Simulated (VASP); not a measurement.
CaO: single point with r2SCAN

CaO:

```xyz
2
Lattice="0.0649 2.6185 2.6185 2.6185 0.0649 2.6185 2.6185 2.6185 0.0649" Properties=species:S:1:pos:R:3 pbc="T T T"
Ca    0.0120    0.0120    0.0120
O     1.3135    1.3135    1.3135
```

This cell differs from its parent crystal: epitaxial 111 strain -2.0%.

```yaml
Program: VASP 6.6.1
Task: single point
Functional: r2SCAN
Potentials_or_basis: VASP PAW PBE potentials, release 64 (Ca_sv, O_h)
Cutoff: 1480 eV
k_mesh: 8 × 8 × 8
Occupations: gaussian, width 0.01 eV
Spin: no spin polarisation
```

```
Pressure               : 2.9 GPa
Largest force          : 0.006 eV/Å
Band gap on the k mesh : 3.79 eV (least direct gap 4.43 eV)
```

Forces on the atoms (eV/Å):
```
Ca   0.004  0.004  0.004
O   -0.004 -0.004 -0.004
```

Stress tensor (GPa, compression positive):
```
 2.87 -0.99 -0.99
-0.99  2.87 -0.99
-0.99 -0.99  2.87
```

Levels at points of the mesh, in eV from the valence-band top:
```
           k point  band 6  band 7  band 8  band 9  band 10  band 11
(0.00, 0.00, 0.00)   -0.78   -0.64   -0.64    3.79     8.72     8.72
(0.50, 0.00, 0.00)   -1.00   -0.45   -0.42    6.65     8.31     8.85
(0.50, 0.50, 0.00)   -1.50   -0.06    0.00    5.36     7.27     9.84
(0.50, 0.50, 0.50)   -1.11   -0.36   -0.36    6.58     8.60     8.60
```

It took 9 min on 1 thread of Intel(R) Xeon(R) Platinum 8259CL CPU @ 2.50GHz (Skylake/Cascade Lake) (shared host), peak memory 0.49 GiB.

Caveat: the cell differs from its parent crystal (epitaxial 111 strain -2.0%); the structure was generated, so it needn't be the stable form of CaO; the PAW data sets were made with another functional, which shifts forces and pressure a little. A k mesh can miss the band edges.
